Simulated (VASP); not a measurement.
Here is a VASP 6.6.1 calculation.

Contents of INCAR:

```
SYSTEM = CdHg2Se3
PREC = Accurate
ENCUT = 520
EDIFF = 1E-6
ISMEAR = 0
SIGMA = 0.1
LREAL = .False.
LASPH = .True.
NELM = 60
ALGO = Normal
ISIF = 2
LWAVE = .False.
LCHARG = .True.
GGA = PE
LELF = .True.
LVHAR = .True.
NBANDS = 36
```

The input KPOINTS:

```
Automatic mesh
0
Gamma
  4 4 2
  0 0 0
```

Contents of POSCAR:

```
CdHg2Se3
1.0
    3.6762645000     -2.3664497000      0.0000000000
    3.6762645000      2.3664497000      0.0000000000
   -0.9860705000      0.0000000000     10.0152070000
Cd Hg Se
1 2 3
Direct
    0.3626760000      0.6373240000      0.0000000000
    0.9961470000      0.2820260000      0.6706310000
    0.7179740000      0.0038530000      0.3293690000
    0.5110200000      0.4889800000      0.5000000000
    0.9466300000      0.5344470000      0.1540750000
    0.4655530000      0.0533700000      0.8459250000
```

Potentials or basis: VASP PAW PBE potentials, release 64 (Cd, Hg, Se).

The run is started by

```sh
$ cat potpaw_PBE.64/Cd/POTCAR potpaw_PBE.64/Hg/POTCAR potpaw_PBE.64/Se/POTCAR > POTCAR
$ mpirun -np 1 vasp_std > vasp.out
```

(1) Predict the pressure.

(2) Predict the largest force.

(3) Estimate the band gap on the k mesh.

Results:

(1) 0.4 GPa.

(2) 0.082 eV/Å.

(3) 0.95 eV (least direct gap 0.98 eV).

Caveat: spin-orbit coupling is left out, which moves the levels of the heavy elements.
